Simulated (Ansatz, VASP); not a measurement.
# CsKMg: VASP beside Ansatz

```xyz
6
Lattice="4.6928 0.0000 0.0000 0.0000 4.6928 0.0000 0.0000 0.0000 7.9210" Properties=species:S:1:pos:R:3 pbc="T T T"
K     0.0000    2.3464    5.0694
K     2.3464    0.0000    2.8515
Cs    0.0000    2.3464    1.4258
Cs    2.3464    0.0000    6.4952
Mg    0.0000    0.0000    0.0000
Mg    2.3464    2.3464    0.0000
```

Change from the starting cell: species swapped into the NdClO type (P4/nmm, No. 129).

Alike in both runs: task single point; functional PBE; k mesh 4 × 4 × 2; occupations gaussian, width 0.1 eV; no spin polarisation.

```csv
,VASP,Ansatz
version,VASP 6.6.1,Ansatz 0.2.0
potentials or method,"VASP PAW PBE potentials, release 64 (K_sv, Cs_sv, Mg), cutoff 520 eV","scalar-relativistic, plane waves, PAW"
valence electrons in the cell,40,56
```

```csv
,VASP,Ansatz,Ansatz less VASP
gap on the k mesh at the Fermi level (eV),none,none,-
pressure (GPa),19.8,19.7,-0.10
"traceless stress, the component that is largest in VASP (GPa)",-0.28,-0.25,+0.024
rms of the force components (eV/Å),1.514,1.507,-0.0067
```

Atom by atom the forces differ by 0.007 eV/Å (rms over components). A gap of «none» marks a metal or a gap that the smearing closes. The functional is the same, so the differences come from potentials, cutoffs and numerics. VASP's potentials hold 40 valence electrons a cell and Ansatz's 56, so a difference there can come from the potentials and not from the codes.

The k mesh is coarse, so the values compare programs but aren't converged. Neither program's run includes spin-orbit coupling.
